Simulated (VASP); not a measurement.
# PbSe (Pnma) in VASP: single point with PBE

Aim: the single point of PbSe with PBE.

Program: VASP 6.6.1. These are calculated values, not measurements. Logs are shortened: lines on timing, memory, paths and dates and some standing lists are left out, and cuts for length are marked.

## 1. The cell of the first run

It takes space group Pnma (No. 62, orthorhombic). Conventional cell: a = 13.220 Å, b = 4.456 Å, c = 4.415 Å, α = 90.00°, β = 90.00°, γ = 90.00°. Within 3.9 Å of Pb (site symmetry m) lie 6 Se at 2.95 to 3.66 Å. Se (site symmetry m) has 6 Pb at 2.95 to 3.66 Å within 3.9 Å.

## 2. Single point, PBE

INCAR

```
  PREC = Accurate
  ENCUT = 520
  EDIFF = 1E-6
  ISMEAR = -1
  SIGMA = 0.01
  LREAL = False
  LASPH = True
  NELM = 100
  ALGO = Normal
  ISIF = 2
  LWAVE = False
  LCHARG = False
  GGA = PE
  NBANDS = 50
```

KPOINTS

```
regular mesh
0
Gamma
  3 8 8
```

POSCAR

```
PbSe
1.0
   13.2198180000      0.0000000000      0.0000000000
    0.0000000000      4.4564510000      0.0000000000
    0.0000000000      0.0000000000      4.4151840000
Pb Se
4 4
Direct
    0.8597408188      0.7500000000      0.7455798501
    0.3597408188      0.7500000000      0.7544201499
    0.1402591812      0.2500000000      0.2544201499
    0.6402591812      0.2500000000      0.2455798501
    0.6366096623      0.7500000000      0.7497862775
    0.1366096623      0.7500000000      0.7502137225
    0.3633903377      0.2500000000      0.2502137225
    0.8633903377      0.2500000000      0.2497862775
```

Potentials or basis: VASP PAW PBE potentials, release 64 (Pb_d, Se).

Command:

```sh
cat potpaw_PBE.64/Pb_d/POTCAR potpaw_PBE.64/Se/POTCAR > POTCAR
mpirun -np 1 vasp_std > vasp.out
```

OUTCAR:

```text
PREC = Accurate
   ENCUT = 520
   EDIFF = 1E-6
   ISMEAR = -1
   LREAL = False
   LASPH = True
   NELM = 100
   ISIF = 2
   GGA = PE

 ion  position               nearest neighbor table
   1  0.860  0.750  0.746-   5 2.95   8 3.12   8 3.12   8 3.15   8 3.15
   2  0.360  0.750  0.754-   6 2.95   7 3.12   7 3.12   7 3.15   7 3.15
   3  0.140  0.250  0.254-   7 2.95   6 3.12   6 3.12   6 3.15   6 3.15
   4  0.640  0.250  0.246-   8 2.95   5 3.12   5 3.12   5 3.15   5 3.15
   5  0.637  0.750  0.750-   1 2.95   4 3.12   4 3.12   4 3.15   4 3.15
   6  0.137  0.750  0.750-   2 2.95   3 3.12   3 3.12   3 3.15   3 3.15
   7  0.363  0.250  0.250-   3 2.95   2 3.12   2 3.12   2 3.15   2 3.15
   8  0.863  0.250  0.250-   4 2.95   1 3.12   1 3.12   1 3.15   1 3.15

  LATTYP: Found a simple orthorhombic cell.
 ALAT       =     4.4151840000
 B/A-ratio  =     1.0093466093
 C/A-ratio  =     2.9941714773

  Lattice vectors:

 A1 = (   0.0000000000,   0.0000000000,  -4.4151840000)
 A2 = (   0.0000000000,   4.4564510000,   0.0000000000)
 A3 = (  13.2198180000,   0.0000000000,   0.0000000000)

Analysis of symmetry for initial positions (statically):
=====================================================================
 Subroutine PRICEL returns:
 Original cell was already a primitive cell.

 Routine SETGRP: Setting up the symmetry group for a
 simple orthorhombic supercell.

 Subroutine GETGRP returns: Found  8 space group operations
 (whereof  2 operations were pure point group operations)
 out of a pool of  8 trial point group operations.

The static configuration has the point symmetry S_2 .
 The point group associated with its full space group is D_2h.

Analysis of symmetry for dynamics (positions and initial velocities):
=====================================================================
 Subroutine PRICEL returns:
 Original cell was already a primitive cell.

 Routine SETGRP: Setting up the symmetry group for a
 simple orthorhombic supercell.

 Subroutine GETGRP returns: Found  8 space group operations
 (whereof  2 operations were pure point group operations)
 out of a pool of  8 trial point group operations.

The dynamic configuration has the point symmetry S_2 .
 The point group associated with its full space group is D_2h.

 Subroutine INISYM returns: Found  8 space group operations
 (whereof  2 operations are pure point group operations),
 and found     1 'primitive' translations

----------------------------------------------------------------------------------------

                                     Primitive cell

  volume of cell :     260.1138

  direct lattice vectors                    reciprocal lattice vectors
    13.219818000  0.000000000  0.000000000     0.075644007  0.000000000  0.000000000
     0.000000000  4.456451000  0.000000000     0.000000000  0.224393806  0.000000000
     0.000000000  0.000000000  4.415184000     0.000000000  0.000000000  0.226491127

  length of vectors
    13.219818000  4.456451000  4.415184000     0.075644007  0.224393806  0.226491127

  position of ions in fractional coordinates (direct lattice)
     0.859740819  0.750000000  0.745579850
     0.359740819  0.750000000  0.754420150
     0.140259181  0.250000000  0.254420150
     0.640259181  0.250000000  0.245579850
     0.636609662  0.750000000  0.749786278
     0.136609662  0.750000000  0.750213723
     0.363390338  0.250000000  0.250213722
     0.863390338  0.250000000  0.249786278

  ion indices of the primitive-cell ions
   primitive index   ion index
                 1           1
                 2           2
                 3           3
                 4           4
                 5           5
                 6           6
                 7           7
                 8           8

----------------------------------------------------------------------------------------

 KPOINTS: regular mesh

Automatic generation of k-mesh.
 Grid dimensions read from file:
 generate k-points for:    3    8    8

 Generating k-lattice:

  Cartesian coordinates                     Fractional coordinates (reciprocal lattice)
     0.025214669  0.000000000  0.000000000     0.333333333  0.000000000  0.000000000
     0.000000000  0.028049226  0.000000000     0.000000000  0.125000000  0.000000000
     0.000000000  0.000000000  0.028311391     0.000000000  0.000000000  0.125000000

  Length of vectors
     0.025214669  0.028049226  0.028311391

  Shift w.r.t. Gamma in fractional coordinates (k-lattice)
     0.000000000  0.000000000  0.000000000

 Subroutine IBZKPT returns following result:
 ===========================================

 Found     50 irreducible k-points:

 Following reciprocal coordinates:
            Coordinates               Weight
  0.000000  0.000000  0.000000      1.000000
  0.333333  0.000000  0.000000      2.000000
  0.000000  0.125000  0.000000      2.000000
  0.333333  0.125000  0.000000      4.000000
  0.000000  0.250000  0.000000      2.000000
  0.333333  0.250000  0.000000      4.000000
[... 16 lines left out ...]
  0.000000  0.125000  0.250000      4.000000
  0.333333  0.125000  0.250000      8.000000
 [... further k-points ...]
   k-points           NKPTS =     50   k-points in BZ     NKDIM =     50   number of bands    NBANDS=     50
   number of dos      NEDOS =    301   number of ions     NIONS =      8
   total plane-waves  NPLWV = 127008
   dimension x,y,z NGX =    98 NGY =   36 NGZ =   36
   dimension x,y,z NGXF=   196 NGYF=   72 NGZF=   72
   ions per type =               4   4
   NGX,Y,Z   is equivalent  to a cutoff of  12.32, 13.43, 13.56 a.u.
   NGXF,Y,Z  is equivalent  to a cutoff of  24.65, 26.86, 27.11 a.u.
 SYSTEM =  unknown system
   PREC   = accura    normal or accurate (medium, high low for compatibility)
   ISTART =      0    job   : 0-new  1-cont  2-samecut
   ICHARG =      2    charge: 1-file 2-atom 10-const
   ISPIN  =      1    spin polarized calculation?
   LNONCOLLINEAR =      F non collinear calculations
   LSORBIT =      F    spin-orbit coupling
   LASPH  =      T    aspherical Exc in radial PAW
   ENCUT  =  520.0 eV  38.22 Ry    6.18 a.u.  24.58  8.29  8.21*2*pi/ulx,y,z
   NELM   =    100;   NELMIN=  2; NELMDL= -5     # of ELM steps
   EDIFF  = 0.1E-05   stopping-criterion for ELM
   LREAL  =      F    real-space projection
   EDIFFG = 0.1E-04   stopping-criterion for IOM
   NSW    =      0    number of steps for IOM
   IBRION =     -1    ionic relax: 0-MD 1-quasi-New 2-CG
   NFREE  =      0    steps in history (QN), initial steepest desc. (CG)
   ISIF   =      2    stress and relaxation
   ISYM   =      2    0-nonsym 1-usesym 2-fastsym
   POTIM  = 0.5000    time-step for ionic-motion
   TEBEG  =    0.0;   TEEND  =   0.0 temperature during run
   PSTRESS=    0.0 pullay stress
   NELECT =      80.0000    total number of electrons
   NUPDOWN=      -1.0000    fix difference up-down
   EMIN   =  10.00;   EMAX   =-10.00  energy-range for DOS
   EFERMI =   0.00;   METHOD = LEGACY
   ISMEAR =    -1;   SIGMA  =   0.01  broadening in eV -4-tet -1-fermi 0-gaus
   EFERMI_NEDOS =   21; number of points for ismear=-14 and -15
   IALGO  =     38    algorithm
   IMIX   =      4    mixing-type and parameters
     AMIX     =   0.40;   BMIX     =  1.00
     AMIX_MAG =   1.60;   BMIX_MAG =  1.00
  volume/ion in A,a.u.               =      32.51       219.42
  Fermi-wavevector in a.u.,A,eV,Ry     =   1.105054  2.088250 16.614692  1.221145
  Thomas-Fermi vector in A             =   2.241536
   LORBIT       =      0    0 simple, 1 ext, 2 COOP (PROOUT), +10 PAW based schemes
   GGA     = PE    functional components
   LHFCALC =     F    Hartree Fock is set to
   AEXX    =    0.0000 exact exchange contribution
   IVDW    =     0    specifies the selected vdW correction
   LEPSILON=     F    determine dielectric tensor
   LRPA    =     F    only Hartree local field effects (RPA)
 non-spin polarized calculation
  energy-cutoff  :      520.00
  volume of cell :      260.11
 maximum number of plane-waves:      7036
 NGX is ok and might be reduce to    98
   NGX = 49   NGY = 17   NGZ = 17

 number of electron      79.9999989 magnetization

 Free energy of the ion-electron system (eV)
  ---------------------------------------------------
  ext. energy  EPLUGINS =         0.00000000
  ---------------------------------------------------
  free energy    TOTEN  =       -32.58127823 eV

  energy without entropy =      -32.58127823  energy(sigma->0) =      -32.58127823

 E-fermi :   3.7009     XC(G=0):  -8.9026

 val. band max:        3.4740662551   @ k =   0.0000   0.5000   0.0000
 cond. band min:       4.4290565787   @ k =   0.0000   0.0000   0.5000
 fundamental gap:      0.9549903236
 Fermi energy:         3.7009030911

 k-point     1 :       0.0000    0.0000    0.0000
  band No.  band energies     occupation
      1     -13.0789      2.00000
      2     -13.0641      2.00000
      3     -13.0110      2.00000
      4     -13.0093      2.00000
      5     -13.0057      2.00000
      6     -13.0009      2.00000
[... 42 lines left out ...]
     49       8.3237      0.00000
     50       8.6417      0.00000

 k-point     2 :       0.3333    0.0000    0.0000
  band No.  band energies     occupation
      1     -13.0754      2.00000
      2     -13.0681      2.00000
      3     -13.0106      2.00000
      4     -13.0098      2.00000
      5     -13.0041      2.00000
      6     -13.0017      2.00000
[... 42 lines left out ...]
     49       8.2753      0.00000
     50       8.5311      0.00000

 k-point     3 :       0.0000    0.1250    0.0000
  band No.  band energies     occupation
      1     -13.0730      2.00000
      2     -13.0590      2.00000
      3     -13.0080      2.00000
      4     -13.0066      2.00000
      5     -13.0059      2.00000
      6     -13.0018      2.00000
[... 42 lines left out ...]
     49       7.8509      0.00000
     50       8.1778      0.00000

 k-point     4 :       0.3333    0.1250    0.0000
  band No.  band energies     occupation
      1     -13.0698      2.00000
      2     -13.0628      2.00000
      3     -13.0077      2.00000
      4     -13.0070      2.00000
      5     -13.0046      2.00000
      6     -13.0026      2.00000
[... 999 lines left out ...]
 k-point    23 :       0.0000    0.1250    0.2500
  band No.  band energies     occupation
      1     -13.0557      2.00000
      2     -13.0440      2.00000
      3     -13.0096      2.00000
      4     -13.0069      2.00000
      5     -13.0039      2.00000
      6     -13.0030      2.00000
[... 42 lines left out ...]
     49       7.6870      0.00000
     50       7.9295      0.00000

 k-point    24 :       0.3333    0.1250    0.2500
  band No.  band energies     occupation
      1     -13.0529      2.00000
      2     -13.0471      2.00000
      3     -13.0090      2.00000
      4     -13.0077      2.00000
      5     -13.0031      2.00000
      6     -13.0020      2.00000
[... 42 lines left out ...]
     49       7.6240      0.00000
     50       7.9977      0.00000

 [... further k-points ...]

------------------------ aborting loop because EDIFF is reached ----------------------------------------

  FORCE on cell =-STRESS in cart. coord.  units (eV):
  Direction    XX          YY          ZZ          XY          YZ          ZX
  --------------------------------------------------------------------------------------
  -------------------------------------------------------------------------------------
  Total       -3.5911871     -1.9894415     -1.4788473      0.0000000     -0.0000000      0.0000000
  in kB      -22.1200035    -12.2540128     -9.1089954      0.0000000     -0.0000000      0.0000000
  external PRESSURE =     -14.4943372 kB  Pullay stress =       0.0000000 kB

 VOLUME and BASIS-vectors are now :
 -----------------------------------------------------------------------------
  energy-cutoff  :      520.00
  volume of cell :      260.11
      direct lattice vectors                 reciprocal lattice vectors
    13.219818000  0.000000000  0.000000000     0.075644007  0.000000000  0.000000000
     0.000000000  4.456451000  0.000000000     0.000000000  0.224393806  0.000000000
     0.000000000  0.000000000  4.415184000     0.000000000  0.000000000  0.226491127

 POSITION                                       TOTAL-FORCE (eV/Angst)
 -----------------------------------------------------------------------------------
     11.36562      3.34234      3.29187         0.000500     -0.000000      0.005246
      4.75571      3.34234      3.33090         0.000500     -0.000000     -0.005246
      1.85420      1.11411      1.12331        -0.000500      0.000000     -0.005246
      8.46411      1.11411      1.08428        -0.000500     -0.000000      0.005246
      8.41586      3.34234      3.31044        -0.002130      0.000000     -0.001643
      1.80595      3.34234      3.31233        -0.002130     -0.000000      0.001643
      4.80395      1.11411      1.10474         0.002130     -0.000000      0.001643
     11.41386      1.11411      1.10285         0.002130     -0.000000     -0.001643
 -----------------------------------------------------------------------------------
    total drift:                               -0.000000     -0.000000      0.000000

  FREE ENERGIE OF THE ION-ELECTRON SYSTEM (eV)
  ---------------------------------------------------
  free  energy   TOTEN  =       -32.5812782272 eV

  energy  without entropy=      -32.5812782272  energy(sigma->0) =      -32.58127823
```

Wall time 15 min (1 thread of Intel Xeon Platinum 8259CL at 2.50GHz (Skylake/Cascade Lake), shared host); peak memory 0.66 GiB.

Results:

* Free energy: -32.5813 eV
* Pressure: -1.4 GPa
* Largest force: 0.005 eV/Å
* Band gap on the k mesh: 0.95 eV

Forces on the atoms (eV/Å):
```
Pb   0.001  0.000  0.005
Pb   0.001  0.000 -0.005
Pb  -0.001  0.000 -0.005
Pb  -0.001  0.000  0.005
Se  -0.002  0.000 -0.002
Se  -0.002  0.000  0.002
Se   0.002  0.000  0.002
Se   0.002  0.000 -0.002
```

Levels at points of the mesh, in eV from the valence-band top:
| k point | band 37 | band 38 | band 39 | band 40 | band 41 | band 42 | band 43 | band 44 |
| --- | --- | --- | --- | --- | --- | --- | --- | --- |
| (0.00, 0.00, 0.00) | -1.36 | -1.29 | -0.95 | -0.79 | 1.85 | 3.46 | 4.17 | 4.37 |
| (0.00, 0.50, 0.00) | -0.27 | -0.27 | 0.00 | 0.00 | 1.00 | 1.00 | 1.66 | 1.66 |
| (0.00, 0.00, 0.50) | -0.33 | -0.33 | -0.04 | -0.04 | 0.96 | 0.96 | 1.58 | 1.58 |
| (0.00, 0.50, 0.50) | -2.14 | -2.14 | -0.75 | -0.75 | 2.41 | 2.41 | 4.36 | 4.36 |

Caveat: spin-orbit coupling is left out, which moves the levels of the heavy elements. A k mesh can miss the band edges.
